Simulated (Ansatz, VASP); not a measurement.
# Two plane-wave programs on TiPd

```xyz
2
Lattice="2.7911 0.0000 0.0000 0.0000 2.7911 0.0000 0.0000 0.0000 3.8333" Properties=species:S:1:pos:R:3 pbc="T T T"
Ti    0.0000    0.0000    0.0000
Pd    1.3955    1.3955    1.9166
```

Alike in both runs: task single point; functional LDA; k mesh 8 × 8 × 6; occupations fermi-dirac, width 0.05 eV; no spin polarisation.

|  | VASP | Ansatz |
| --- | --- | --- |
| version | VASP 6.6.1 | Ansatz 0.2.0 |
| potentials or method | VASP PAW LDA potentials, release 64 (Ti_sv, Pd), cutoff 520 eV | plane waves, PAW |
| valence electrons in the cell | 22 | 30 |

|  | VASP | Ansatz | Ansatz less VASP |
| --- | --- | --- | --- |
| pressure (GPa) | -4.8 | -5.0 | -0.23 |
| traceless stress, the component that is largest in VASP (GPa) | -0.48 | -0.54 | -0.055 |

LDA's correlation is that of Perdew and Zunger in VASP and of Perdew and Wang (1992) in Ansatz. VASP's potentials hold 22 valence electrons a cell and Ansatz's 30, so a difference there can come from the potentials and not from the codes.
